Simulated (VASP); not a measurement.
The system is H.

```
CELL_PARAMETERS angstrom
14.00000 0.00000 0.00000
0.00000 14.40000 0.00000
0.00000 0.00000 14.80000
ATOMIC_POSITIONS crystal
H 0.50000 0.50000 0.50000
```

Program: VASP 6.6.1. Alike in all runs: task single point; potentials or basis VASP PAW PBE potentials, release 64 (H); spin collinear; cell as given; k mesh 1 × 1 × 1; cutoff (eV) 520; smearing fermi-dirac 0.01 eV.

Problem. Order these runs on this cell by their band gap on the k mesh, lowest first.
A. level PBE0; grid for exact exchange (PRECFOCK) Normal; share of exact exchange 0.25
B. level HSE06; grid for exact exchange (PRECFOCK) Normal; share of exact exchange 0.25; screening parameter 0.2079 1/Å
C. level PBE

Solution. C (7.46 eV), B (8.61 eV), A (9.07 eV).

A k mesh can miss the band edges.
